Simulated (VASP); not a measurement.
Input of a VASP 6.6.1 run:

File POSCAR:

```
Na
1.0
   -2.1125000000      2.1125000000      2.1125000000
    2.1125000000     -2.1125000000      2.1125000000
    2.1125000000      2.1125000000     -2.1125000000
Na
1
Direct
    0.0000000000      0.0000000000      0.0000000000
```

Contents of INCAR.step1:

```
  PREC = Accurate
  ENCUT = 520
  ISMEAR = 1
  SIGMA = 0.01
  LREAL = F
  LASPH = T
  NELM = 80
  NBANDS = 10
  GGA = PE
  ALGO = Normal
  EDIFF = 1E-4
  LWAVE = T
  LCHARG = F
```

Contents of INCAR.step2:

```
  PREC = Accurate
  ENCUT = 520
  EDIFF = 1E-7
  ISMEAR = 1
  SIGMA = 0.01
  LREAL = F
  LASPH = T
  NELM = 80
  ALGO = Normal
  ISIF = 2
  LWAVE = F
  LCHARG = F
  METAGGA = R2SCAN
  LMIXTAU = T
  NBANDS = 10
  ISTART = 1
```

Contents of KPOINTS:

```
regular mesh
0
Gamma
  11 11 11
```

Potentials or basis: VASP PAW PBE potentials, release 64 (Na_pv).

The run is started by

```sh
$ cat potpaw_PBE.64/Na_pv/POTCAR > POTCAR
$ cp INCAR.step1 INCAR
$ mpirun -np 1 vasp_std > vasp.out
$ cp INCAR.step2 INCAR
$ mpirun -np 1 vasp_std > vasp.out
```

What does it give for the band gap on the k mesh?

Zero (an odd number of electrons rules out a gap without spin polarisation).

Predict the pressure.

0.1 GPa.

Caveat: the PAW data sets were made with another functional, which shifts forces and pressure a little.
